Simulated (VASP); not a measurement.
A run of VASP 6.6.1:

Contents of INCAR:

```
  PREC = Accurate
  ENCUT = 520
  EDIFF = 1E-6
  ISMEAR = -1
  SIGMA = 0.1
  LREAL = False
  LASPH = True
  NELM = 60
  ALGO = Normal
  ISIF = 2
  LWAVE = False
  LCHARG = True
  GGA = PS
  LELF = True
  LVHAR = True
  NBANDS = 44
```

The input KPOINTS:

```
Automatic mesh
0
Gamma
  2 2 2
```

The input POSCAR:

```
Ca
1.0
   -4.4104100000      4.4104100000      4.3922300000
    4.4104100000     -4.4104100000      4.3922300000
    4.4104100000      4.4104100000     -4.3922300000
Ca
7
Direct
    0.2506704566      0.2476438673      0.3346742140
    0.2495826719      0.7387706385      0.0045346124
    0.2501967841      0.7778609922      0.5007862081
    0.7365280875      0.2497926139      0.0038298027
    0.7789886319      0.2509316032      0.5004645827
    0.7197119651      0.7206509935     -0.0285972279
    0.7643214028      0.7643492913      0.5176412170
```

Potentials or basis: VASP PAW PBE potentials, release 64 (Ca_sv).

Run with:

```console
$ cat potpaw_PBE.64/Ca_sv/POTCAR > POTCAR
$ mpirun -np 1 vasp_std > vasp.out
```

Hardware: 1 thread of Intel(R) Xeon(R) 6975P-C (Granite Rapids) (shared host).

Q: Estimate the wall time of this run.

A: Wall time 81 s on 1 thread of Intel(R) Xeon(R) 6975P-C (Granite Rapids), with other jobs on the host, peak memory 0.49 GiB. Counts: scf iterations 13, k points 8.
